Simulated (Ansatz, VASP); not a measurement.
# Two plane-wave programs on SiH4CO2

```
CELL_PARAMETERS angstrom
8.50956 0.00000 0.00000
0.00000 8.50956 0.00000
0.00000 0.00000 8.50956
ATOMIC_POSITIONS crystal
Si 0.21912 0.79382 0.66198
Si 0.04349 0.03726 0.04917
Si 0.29755 0.32232 0.41025
H 0.33814 0.86763 0.76751
H 0.14481 0.65774 0.74407
H 0.09586 0.91204 0.62153
H 0.29768 0.73756 0.51556
H 0.16477 0.15458 0.00201
H 0.03358 0.02719 0.22403
H 0.88738 0.08585 0.98447
H 0.08305 0.87904 0.98495
H 0.42985 0.40226 0.49327
H 0.19396 0.24339 0.52749
H 0.20530 0.44092 0.32001
H 0.36280 0.20286 0.29991
C 0.78248 0.40049 0.06732
C 0.50804 0.81038 0.12513
C 0.74800 0.05734 0.47013
O 0.84637 0.39014 0.18898
O 0.71899 0.41087 0.94571
O 0.43609 0.92731 0.11576
O 0.58022 0.69333 0.13370
O 0.85965 0.12871 0.50644
O 0.63630 0.98549 0.43355
```

Alike in both runs: functional PBE; dispersion D3(BJ); k mesh 1 × 1 × 1; occupations fermi-dirac, width 0.05 eV; no spin polarisation.

Ansatz relaxed the structure, and its values are those at the end. VASP's run is a single point on that final structure, the one shown.

|  | VASP | Ansatz |
| --- | --- | --- |
| version | VASP 6.6.1 | Ansatz 0.2.0 |
| potentials or method | VASP PAW PBE potentials, release 64 (Si, H_h, C_h, O_h), cutoff 1000 eV | scalar-relativistic, plane waves, PAW |
| valence electrons in the cell | 72 | 72 |

```tsv
	VASP	Ansatz	Ansatz less VASP
rms of the force components (eV/Å)	0.040	0.041	+0.0009
```
